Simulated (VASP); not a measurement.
A run of VASP 6.6.1 is set up as follows.

The input POSCAR:

```
BN
1.0
    1.8048137541     -1.8048137541      0.0000000000
    1.8048137541      0.0000000000     -1.8048137541
    7.0460499356      7.0460499356      7.0460499356
B N
6 6
Direct
    1.0000000000      0.0000000000      0.4055295040
    0.3333333333      0.3333333333      0.2347658591
    0.6666666667      0.6666666667      0.5762931489
    1.0000000000      1.0000000000      0.9178204388
    0.3333333333      0.3333333333      0.7470567939
    0.6666666667      0.6666666667      0.0640022141
    0.6666666667      0.6666666667      0.4482204152
    0.0000000000      0.0000000000      0.2774567703
    0.3333333333      0.3333333333      0.6189840602
    0.6666666667      0.6666666667      0.9605113500
    0.0000000000      0.0000000000      0.7897477051
    0.3333333333      0.3333333333      0.1066931254
```

The input INCAR.step1:

```
PREC = Accurate
ENCUT = 520
ISMEAR = 0
SIGMA = 0.05
LREAL = False
LASPH = True
NELM = 100
NBANDS = 36
GGA = PE
ALGO = Normal
EDIFF = 1E-4
LWAVE = True
LCHARG = False
```

Contents of INCAR.step2:

```
PREC = Accurate
ENCUT = 520
EDIFF = 1E-6
ISMEAR = 0
SIGMA = 0.05
LREAL = False
LASPH = True
NELM = 100
ALGO = Normal
ISIF = 2
LWAVE = False
LCHARG = False
METAGGA = R2SCAN
LMIXTAU = True
NBANDS = 36
ISTART = 1
```

The input KPOINTS:

```
regular mesh
0
Gamma
  10 10 2
```

Potentials or basis: VASP PAW PBE potentials, release 64 (B, N).

Run with:

```sh
$ cat potpaw_PBE.64/B/POTCAR potpaw_PBE.64/N/POTCAR > POTCAR
$ cp INCAR.step1 INCAR
$ mpirun -np 1 vasp_std > vasp.out
$ cp INCAR.step2 INCAR
$ mpirun -np 1 vasp_std > vasp.out
```

(1) Predict the band gap on the k mesh.

(2) Estimate the largest force.

(3) Predict the pressure.

## Answers

(1) 4.45 eV.

(2) 13.197 eV/Å.

(3) 18.4 GPa.

Caveat: the cell differs from its parent crystal (the distance across one plane changed); the cell stands under pressure; the PAW data sets were made with another functional, which shifts forces and pressure a little.
